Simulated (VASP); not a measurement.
# B26N27 (a cell with a defect) in VASP: single point with PBE

Aim: the single point of B26N27 (a cell with a defect) with PBE.

Program: VASP 6.6.1. These are calculated values, not measurements. Logs are shortened: lines on timing, memory, paths and dates and some standing lists are left out, and cuts for length are marked.

### 1 The cell of the first run

The cell holds a defect, 53 atoms: a = 7.669 Å, b = 7.669 Å, c = 7.669 Å, α = 60.00°, β = 60.00°, γ = 60.00°.

### 2 Single point, PBE, collinear spin (atoms taken out, then relaxed in part)

Contents of INCAR:

```
ALGO     = Normal         # electronic algorithm
EDIFF    = 1E-6           # SCF threshold, eV
ENCUT    = 520            # plane-wave cutoff, eV
GGA      = PE             # functional
ISIF     = 2              # what is computed and relaxed
ISMEAR   = -1             # smearing method
ISPIN    = 2              # spin polarisation
LASPH    = True           # aspherical terms in the spheres
LCHARG   = False          # write CHGCAR
LORBIT   = 11             # projections on sites
LREAL    = Auto         
LWAVE    = False          # write WAVECAR
MAGMOM   = 0 0 0 0 0 0 0 0 0 0 0 0 0 0 0 0 0 0 0 0 0 0 0 0 0 0 0.5 0 0.5 0 0 0 0.5 0 0 0 0 0 0 0 0 0 0 0 0.5 0 0 0 0 0 0 0 0 # initial moments
NBANDS   = 142            # bands
NELECT   = 214.0        
NELM     = 150            # most SCF steps
PREC     = Accurate       # precision mode
SIGMA    = 0.01           # smearing width, eV
```

Contents of KPOINTS:

```
k-points
0
Gamma
  3 3 3
```

Contents of POSCAR:

```
B26N27
1.0
    0.0000000000      5.4225000000      5.4225000000
    5.4225000000      0.0000000000      5.4225000000
    5.4225000000      5.4225000000      0.0000000000
B N
26 27
Direct
    0.0008427394      0.0008427394      0.3290848569
    0.0008427394      0.0008427394      0.6692296643
    0.0008427394      0.3290848569      0.0008427394
    0.0008085146      0.3330638285      0.3330638285
    0.0008427394      0.3290848569      0.6692296643
    0.0008427394      0.6692296643      0.0008427394
    0.0008427394      0.6692296643      0.3290848569
    0.0004664443      0.6665111852      0.6665111852
    0.3290848569      0.0008427394      0.0008427394
    0.3330638285      0.0008085146      0.3330638285
    0.3290848569      0.0008427394      0.6692296643
    0.3330638285      0.3330638285      0.0008085146
    0.3330638285      0.3330638285      0.3330638285
    0.3327690301      0.3327690301      0.6672309699
    0.3290848569      0.6692296643      0.0008427394
    0.3327690301      0.6672309699      0.3327690301
    0.3327690301      0.6672309699      0.6672309699
    0.6692296643      0.0008427394      0.0008427394
    0.6692296643      0.0008427394      0.3290848569
    0.6665111852      0.0004664443      0.6665111852
    0.6692296643      0.3290848569      0.0008427394
    0.6672309699      0.3327690301      0.3327690301
    0.6672309699      0.3327690301      0.6672309699
    0.6665111852      0.6665111852      0.0004664443
    0.6672309699      0.6672309699      0.3327690301
    0.6665111852      0.6665111852      0.6665111852
    0.0899506593      0.0899506593      0.0899506593
    0.0834010314      0.0834010314      0.4165989686
    0.0899506593      0.0899506593      0.7301480222
    0.0834010314      0.4165989686      0.0834010314
    0.0834010314      0.4165989686      0.4165989686
    0.0835502779      0.4162036036      0.7501230593
    0.0899506593      0.7301480222      0.0899506593
    0.0835502779      0.7501230593      0.4162036036
    0.0835502779      0.7501230593      0.7501230593
    0.4165989686      0.0834010314      0.0834010314
    0.4165989686      0.0834010314      0.4165989686
    0.4162036036      0.0835502779      0.7501230593
    0.4165989686      0.4165989686      0.0834010314
    0.4166493905      0.4166493905      0.4166493905
    0.4166493905      0.4166493905      0.7500518286
    0.4162036036      0.7501230593      0.0835502779
    0.4166493905      0.7500518286      0.4166493905
    0.4162036036      0.7501230593      0.7501230593
    0.7301480222      0.0899506593      0.0899506593
    0.7501230593      0.0835502779      0.4162036036
    0.7501230593      0.0835502779      0.7501230593
    0.7501230593      0.4162036036      0.0835502779
    0.7500518286      0.4166493905      0.4166493905
    0.7501230593      0.4162036036      0.7501230593
    0.7501230593      0.7501230593      0.0835502779
    0.7501230593      0.7501230593      0.4162036036
    0.7500000000      0.7500000000      0.7500000000
```

Potentials or basis: VASP PAW PBE potentials, release 64 (B, N).

Run with:

```
> cat potpaw_PBE.64/B/POTCAR potpaw_PBE.64/N/POTCAR > POTCAR
> mpirun -np 1 vasp_std > vasp.out
```

OUTCAR:

```text
EDIFF = 1E-6
   ENCUT = 520
   GGA = PE
   ISIF = 2
   ISMEAR = -1
   ISPIN = 2
   LASPH = True
   LORBIT = 11
   LREAL = Auto
   NELECT = 214.0
   NELM = 150
   PREC = Accurate

 ion  position               nearest neighbor table
   1  0.001  0.001  0.329-  27 1.50  34 1.57  46 1.57  28 1.58
   2  0.001  0.001  0.669-  29 1.50  35 1.57  47 1.57  28 1.58
   3  0.001  0.329  0.001-  27 1.50  32 1.57  48 1.57  30 1.58
   4  0.001  0.333  0.333-  31 1.56  30 1.56  28 1.56  49 1.57
   5  0.001  0.329  0.669-  29 1.50  50 1.57  32 1.57  31 1.58
   6  0.001  0.669  0.001-  33 1.50  35 1.57  51 1.57  30 1.58
[... 33 lines left out ...]
  40  0.417  0.417  0.417-  14 1.57  16 1.57  22 1.57  13 1.57
  41  0.417  0.417  0.750-  17 1.57  23 1.57  14 1.57  12 1.57
  42  0.416  0.750  0.084-  16 1.56  24 1.57   9 1.57  15 1.57
  43  0.417  0.750  0.417-  17 1.57  25 1.57  16 1.57  10 1.57
  44  0.416  0.750  0.750-  17 1.56  26 1.57  11 1.57  15 1.57
  45  0.730  0.090  0.090-  19 1.50  21 1.50  18 1.50
  46  0.750  0.084  0.416-  22 1.56  20 1.57   1 1.57  19 1.57
  47  0.750  0.084  0.750-  23 1.56  20 1.57   2 1.57  18 1.57
  48  0.750  0.416  0.084-  22 1.56  24 1.57   3 1.57  21 1.57
  49  0.750  0.417  0.417-  23 1.57  25 1.57  22 1.57   4 1.57
  50  0.750  0.416  0.750-  23 1.56  26 1.57   5 1.57  21 1.57
  51  0.750  0.750  0.084-  25 1.56  24 1.57   6 1.57  18 1.57
  52  0.750  0.750  0.416-  25 1.56  26 1.57   7 1.57  19 1.57
  53  0.750  0.750  0.750-   8 1.57  20 1.57  24 1.57  26 1.57

  LATTYP: Found a face centered cubic cell.
 ALAT       =    10.8450000000

  Lattice vectors:

 A1 = (   0.0000000000,   5.4225000000,   5.4225000000)
 A2 = (   5.4225000000,   0.0000000000,   5.4225000000)
 A3 = (   5.4225000000,   5.4225000000,   0.0000000000)

Analysis of symmetry for initial positions (statically):
=====================================================================
 Subroutine PRICEL returns:
 Original cell was already a primitive cell.

 Routine SETGRP: Setting up the symmetry group for a
 face centered cubic supercell.

 Subroutine GETGRP returns: Found 24 space group operations
 (whereof 24 operations were pure point group operations)
 out of a pool of 48 trial point group operations.

The static configuration has the point symmetry T_d .

Analysis of symmetry for dynamics (positions and initial velocities):
=====================================================================
 Subroutine PRICEL returns:
 Original cell was already a primitive cell.

 Routine SETGRP: Setting up the symmetry group for a
 face centered cubic supercell.

 Subroutine GETGRP returns: Found 24 space group operations
 (whereof 24 operations were pure point group operations)
 out of a pool of 48 trial point group operations.

The dynamic configuration has the point symmetry T_d .

Analysis of structural, dynamic, and magnetic symmetry:
=====================================================================
 Subroutine PRICEL returns:
 Original cell was already a primitive cell.

 Routine SETGRP: Setting up the symmetry group for a
 face centered cubic supercell.

 Subroutine GETGRP returns: Found 24 space group operations
 (whereof 24 operations were pure point group operations)
 out of a pool of 48 trial point group operations.

The overall configuration has the point symmetry T_d .

 Subroutine INISYM returns: Found 24 space group operations
 (whereof 24 operations are pure point group operations),
 and found     1 'primitive' translations

----------------------------------------------------------------------------------------

                                     Primitive cell

  volume of cell :     318.8810

[... 159 lines left out ...]
 SYSTEM =  unknown system
   PREC   = accura    normal or accurate (medium, high low for compatibility)
   ISTART =      0    job   : 0-new  1-cont  2-samecut
   ICHARG =      2    charge: 1-file 2-atom 10-const
   ISPIN  =      2    spin polarized calculation?
   LNONCOLLINEAR =      F non collinear calculations
   LSORBIT =      F    spin-orbit coupling
   LASPH  =      T    aspherical Exc in radial PAW
   ENCUT  =  520.0 eV  38.22 Ry    6.18 a.u.  14.26 14.26 14.26*2*pi/ulx,y,z
   NELM   =    150;   NELMIN=  2; NELMDL= -5     # of ELM steps
   EDIFF  = 0.1E-05   stopping-criterion for ELM
   LREAL  =      T    real-space projection
   EDIFFG = 0.1E-04   stopping-criterion for IOM
   NSW    =      0    number of steps for IOM
   IBRION =     -1    ionic relax: 0-MD 1-quasi-New 2-CG
   NFREE  =      0    steps in history (QN), initial steepest desc. (CG)
   ISIF   =      2    stress and relaxation
   ISYM   =      2    0-nonsym 1-usesym 2-fastsym
   POTIM  = 0.5000    time-step for ionic-motion
   TEBEG  =    0.0;   TEEND  =   0.0 temperature during run
   PSTRESS=    0.0 pullay stress
   NELECT =     214.0000    total number of electrons
   NUPDOWN=      -1.0000    fix difference up-down
   EMIN   =  10.00;   EMAX   =-10.00  energy-range for DOS
   EFERMI =   0.00;   METHOD = LEGACY
   ISMEAR =    -1;   SIGMA  =   0.01  broadening in eV -4-tet -1-fermi 0-gaus
   EFERMI_NEDOS =   21; number of points for ismear=-14 and -15
   IALGO  =     38    algorithm
   IMIX   =      4    mixing-type and parameters
     AMIX     =   0.40;   BMIX     =  1.00
     AMIX_MAG =   1.60;   BMIX_MAG =  1.00
  volume/ion in A,a.u.               =       6.02        40.60
  Fermi-wavevector in a.u.,A,eV,Ry     =   1.433298  2.708541 27.951040  2.054343
  Thomas-Fermi vector in A             =   2.552832
   LORBIT       =     11    0 simple, 1 ext, 2 COOP (PROOUT), +10 PAW based schemes
   GGA     = PE    functional components
   LHFCALC =     F    Hartree Fock is set to
   AEXX    =    0.0000 exact exchange contribution
   IVDW    =     0    specifies the selected vdW correction
   LEPSILON=     F    determine dielectric tensor
   LRPA    =     F    only Hartree local field effects (RPA)
 spin polarized calculation
  energy-cutoff  :      520.00
  volume of cell :      318.88
 maximum number of plane-waves:      8616
 NGX is ok and might be reduce to    60
   NGX = 29   NGY = 29   NGZ = 29

 number of electron     213.9999978 magnetization       2.0000001

 Free energy of the ion-electron system (eV)
  ---------------------------------------------------
  ext. energy  EPLUGINS =         0.00000000
  ---------------------------------------------------
  free energy    TOTEN  =      -449.05716987 eV

  energy without entropy =     -449.05589500  energy(sigma->0) =     -449.05653244

 E-fermi :   8.3664     XC(G=0): -12.7388

 val. band max:        7.8678184136   @ k =   0.3333   0.0000   0.0000
 cond. band min:       8.3903883263   @ k =  -0.3333   0.3333   0.0000
 fundamental gap:      0.5225699128
 Fermi energy:         8.3664092921

 spin component 1

 k-point     1 :       0.0000    0.0000    0.0000
  band No.  band energies     occupation
      1     -13.1144      1.00000
      2     -10.7320      1.00000
      3     -10.6650      1.00000
      4     -10.6650      1.00000
      5     -10.6650      1.00000
      6     -10.5898      1.00000
[... 477 lines left out ...]
    118      15.4966      0.00000
    119      15.6821      0.00000
 Fermi energy:         8.3664092921

 spin component 2

 k-point     1 :       0.0000    0.0000    0.0000
  band No.  band energies     occupation
      1     -13.0692      1.00000
      2     -10.6881      1.00000
      3     -10.6179      1.00000
      4     -10.6179      1.00000
      5     -10.6179      1.00000
      6     -10.5467      1.00000
[... 477 lines left out ...]
    118      15.5115      0.00000
    119      15.6954      0.00000
 [bands above 119 left out]

------------------------ aborting loop because EDIFF is reached ----------------------------------------

  FORCE on cell =-STRESS in cart. coord.  units (eV):
  Direction    XX          YY          ZZ          XY          YZ          ZX
  --------------------------------------------------------------------------------------
  -------------------------------------------------------------------------------------
  Total       21.0471842     21.0471842     21.0471842     -0.0000000     -0.0000000      0.0000000
  in kB      105.7489118    105.7489118    105.7489118     -0.0000000     -0.0000000      0.0000000
  external PRESSURE =     105.7489118 kB  Pullay stress =       0.0000000 kB

 VOLUME and BASIS-vectors are now :
 -----------------------------------------------------------------------------
  energy-cutoff  :      520.00
  volume of cell :      318.88
      direct lattice vectors                 reciprocal lattice vectors
     0.000000000  5.422500000  5.422500000    -0.092208391  0.092208391  0.092208391
     5.422500000  0.000000000  5.422500000     0.092208391 -0.092208391  0.092208391
     5.422500000  5.422500000  0.000000000     0.092208391  0.092208391 -0.092208391

 POSITION                                       TOTAL-FORCE (eV/Angst)
 -----------------------------------------------------------------------------------
      1.78903      1.78903      0.00914         0.002900      0.002900     -0.009698
      3.63347      3.63347      0.00914        -0.002900     -0.002900     -0.009698
      1.78903      0.00914      1.78903         0.002900     -0.009698      0.002900
      3.61208      1.81042      1.81042        -0.008051      0.008051      0.008051
      5.41336      3.63347      1.78903         0.009698     -0.002900      0.002900
      3.63347      0.00914      3.63347        -0.002900     -0.009698     -0.002900
[... 45 lines left out ...]
      6.32441      6.32441      8.13508        -0.001632     -0.001632      0.008409
      8.13375      8.13375      8.13375         0.000000      0.000000      0.000000
 -----------------------------------------------------------------------------------
    total drift:                               -0.000006     -0.000006     -0.000005

  FREE ENERGIE OF THE ION-ELECTRON SYSTEM (eV)
  ---------------------------------------------------
  free  energy   TOTEN  =      -449.0571698664 eV

  energy  without entropy=     -449.0558950039  energy(sigma->0) =     -449.05653244

 total charge

# of ion       s       p       d       tot
------------------------------------------
    1        0.685   1.386   0.000   2.071
    2        0.685   1.386   0.000   2.071
    3        0.685   1.386   0.000   2.071
    4        0.681   1.369   0.000   2.050
    5        0.685   1.386   0.000   2.071
    6        0.685   1.386   0.000   2.071
[... 45 lines left out ...]
   52        1.215   2.764   0.000   3.979
   53        1.214   2.764   0.000   3.978
--------------------------------------------------
tot         50.665 110.047   0.000 160.712

 magnetization (x)

# of ion       s       p       d       tot
------------------------------------------
    1       -0.002  -0.003   0.000  -0.005
    2       -0.002  -0.003   0.000  -0.005
    3       -0.002  -0.003   0.000  -0.005
    4       -0.001  -0.003   0.000  -0.004
    5       -0.002  -0.003   0.000  -0.005
    6       -0.002  -0.003   0.000  -0.005
[... 45 lines left out ...]
   52        0.000   0.005   0.000   0.005
   53        0.000   0.001   0.000   0.001
--------------------------------------------------
tot          0.041   1.475   0.000   1.516
```

It took 52 min on 1 thread of Oxide Virtual Turin-like, shared host; peak memory 0.75 GiB.

Results:

- Free energy: -449.0572 eV
- Largest force: 0.014 eV/Å
- Net moment: 2.00 μB per cell
- Site moments: B -0.01, -0.00 (each value once); N +0.29, +0.06, +0.01, +0.00 (each value once) μB
- Valence electrons inside the program's atomic spheres: B 2.07, 2.05, 2.04 (each value once); N 3.94, 3.97, 3.98 (each value once)

Forces in eV/Å, atoms in the order of the input:
```
B    0.003  0.003 -0.010
B   -0.003 -0.003 -0.010
B    0.003 -0.010  0.003
B   -0.008  0.008  0.008
B    0.010 -0.003  0.003
B   -0.003 -0.010 -0.003
B    0.010  0.003 -0.003
B   -0.001  0.001  0.001
B   -0.010  0.003  0.003
B    0.008 -0.008  0.008
B   -0.003  0.010  0.003
B    0.008  0.008 -0.008
B   -0.008 -0.008 -0.008
B    0.000  0.000  0.003
B   -0.003  0.003  0.010
B    0.000  0.003  0.000
B   -0.003  0.000  0.000
B   -0.010 -0.003 -0.003
B    0.003  0.010 -0.003
B    0.001 -0.001  0.001
B    0.003 -0.003  0.010
B    0.003  0.000  0.000
B    0.000 -0.003  0.000
B    0.001  0.001 -0.001
B    0.000  0.000 -0.003
B   -0.001 -0.001 -0.001
N   -0.007 -0.007 -0.007
N    0.000  0.000  0.005
N    0.007  0.007 -0.007
N    0.000  0.005  0.000
N   -0.005  0.000  0.000
N   -0.002  0.002 -0.008
N    0.007 -0.007  0.007
N   -0.002 -0.008  0.002
N    0.008  0.002  0.002
N    0.005  0.000  0.000
N    0.000 -0.005  0.000
N    0.002 -0.002 -0.008
N    0.000  0.000 -0.005
N   -0.003 -0.003 -0.003
N    0.003  0.003 -0.003
N    0.002 -0.008 -0.002
N    0.003 -0.003  0.003
N    0.008 -0.002 -0.002
N   -0.007  0.007  0.007
N   -0.008 -0.002  0.002
N    0.002  0.008  0.002
N   -0.008  0.002 -0.002
N   -0.003  0.003  0.003
N   -0.002  0.008 -0.002
N    0.002  0.002  0.008
N   -0.002 -0.002  0.008
N    0.000  0.000  0.000
```

Levels at points of the mesh, in eV from the Fermi level:
Spin up:
| k point | band 104 | band 105 | band 106 | band 107 | band 108 | band 109 | band 110 | band 111 | band 112 | band 113 |
| --- | --- | --- | --- | --- | --- | --- | --- | --- | --- | --- |
| (0.00, 0.00, 0.00) | -1.72 | -1.72 | -0.55 | -0.55 | -0.55 | 4.39 | 4.39 | 4.61 | 4.74 | 4.74 |
Spin down:
| k point | band 103 | band 104 | band 105 | band 106 | band 107 | band 108 | band 109 | band 110 |
| --- | --- | --- | --- | --- | --- | --- | --- | --- |
| (0.00, 0.00, 0.00) | -1.58 | -1.58 | -1.58 | 0.29 | 0.29 | 0.29 | 4.39 | 4.39 |

Caveat: the cell carries a net charge on a neutralising background, which shifts energy and pressure; the cell differs from its parent crystal (atoms taken out, then relaxed in part); the cell is charged against a uniform background, so pressure and absolute levels hang on convention.
